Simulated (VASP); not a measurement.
Write the native input for VASP 6.6.1 that does the following.

```
Task                   : relaxation of cell and atoms
Functional             : PBE
Potentials or basis    : VASP PAW PBE potentials, release 64 (Cs_sv, Si, Ru_pv)
Cutoff                 : 500 eV
k mesh                 : 4 × 4 × 4
Occupations            : gaussian, width 0.1 eV
Spin                   : no spin polarisation
Dipole correction      : no
Further INCAR settings : ALGO = Normal; EDIFF = 1e-07; IBRION = 2; EDIFFG = -0.04; NSW = 90; ISIF = 3
```

The structure of CsSi3Ru lies in POSCAR:

```
CsSi3Ru
1.0
    4.6061432009      0.0000000000      0.0000000000
    0.0000000000      4.6061432009      0.0000000000
    0.0000000000      0.0000000000      4.6061432009
Cs Si Ru
1 3 1
Direct
    0.0000000000      0.0000000000      0.0000000000
    0.0000000000      0.5000000000      0.5000000000
    0.5000000000      0.0000000000      0.5000000000
    0.5000000000      0.5000000000      0.0000000000
    0.5000000000      0.5000000000      0.5000000000
```

These files were run (other wordings do the same):

INCAR

```
SYSTEM = CsSi3Ru
PREC = Accurate
ENCUT = 500
EDIFF = 1E-7
ISMEAR = 0
SIGMA = 0.1
LREAL = .False.
LASPH = .True.
NELM = 120
ALGO = Normal
ISIF = 3
LWAVE = .False.
LCHARG = .False.
GGA = PE
IBRION = 2
NSW = 90
EDIFFG = -0.04
GGA_COMPAT = .False.
NELMIN = 4
```

KPOINTS

```
regular mesh
0
Gamma
  4 4 4
  0 0 0
```

Potentials or basis: VASP PAW PBE potentials, release 64 (Cs_sv, Si, Ru_pv).

Run with:

```bash
$ cat potpaw_PBE.64/Cs_sv/POTCAR potpaw_PBE.64/Si/POTCAR potpaw_PBE.64/Ru_pv/POTCAR > POTCAR
$ mpirun -np 1 vasp_std > vasp.out
```

It gave:

```yaml
Relaxed_volume: 22.22 Å³/atom
Relaxed_cell: a = 4.808 Å, b = 4.808 Å, c = 4.808 Å, α = 90.00°, β = 90.00°, γ = 90.00°
Space_group_after_relaxing_to_0.1_Å: Pm-3m (No. 221)
Energy_gained_by_relaxing: 86.5 meV/atom
Ionic_steps: 3
Pressure_after_relaxing: 0.0 GPa
Band_gap_on_the_k_mesh: zero (an odd number of electrons rules out a gap without spin polarisation)
```

Caveat: spin-orbit coupling is left out, which moves the levels of the heavy elements.

Run time: 31 s on 1 thread of Intel(R) Xeon(R) 6975P-C (Granite Rapids), on a shared host, peak memory 0.21 GiB.
